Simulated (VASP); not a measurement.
A run of VASP 6.6.1 is set up as follows.

File INCAR:

```
SYSTEM = CaB2
PREC = Accurate ; ENCUT = 450
EDIFF = 1E-7 ; ISMEAR = 1
SIGMA = 0.1 ; LREAL = .False.
LASPH = .True. ; NELM = 120
ALGO = Normal ; ISIF = 2
LWAVE = .False. ; LCHARG = .False.
GGA = RE ; IBRION = 2
NSW = 80 ; EDIFFG = -0.05
GGA_COMPAT = .False. ; NELMIN = 4
```

Contents of KPOINTS:

```
regular mesh
0
Gamma
  4 4 3
  0 0 0
```

Contents of POSCAR:

```
CaB2
1.0
    3.2264300000      0.0000000000      0.0000000000
   -1.6132150000      2.7941710000      0.0000000000
    0.0000000000      0.0000000000      4.0673920000
Ca B
1 2
Direct
    0.0000000000      0.0000000000      0.0000000000
    0.3333333333      0.6666666667      0.5000000000
    0.6666666667      0.3333333333      0.5000000000
```

Potentials or basis: VASP PAW PBE potentials, release 64 (Ca_sv, B).

The run is started by

```bash
$ cat potpaw_PBE.64/Ca_sv/POTCAR potpaw_PBE.64/B/POTCAR > POTCAR
$ mpirun -np 1 vasp_std > vasp.out
```

Q: Predict the band gap on the k mesh.

A: Zero (bands 8 and 9 overlap by 1.10 eV).

Final structure:
```xyz
3
Lattice="3.2264 0.0000 0.0000 -1.6132 2.7942 0.0000 0.0000 0.0000 4.0674" Properties=species:S:1:pos:R:3 pbc="T T T"
Ca    0.0000    0.0000    0.0000
B     0.0000    1.8628    2.0337
B     1.6132    0.9314    2.0337
```

Caveat: the k points lie up to 0.56 Å⁻¹ apart, too coarse for converged energies and pressures of a metal; the relaxation stopped at its first step, so nothing moved.
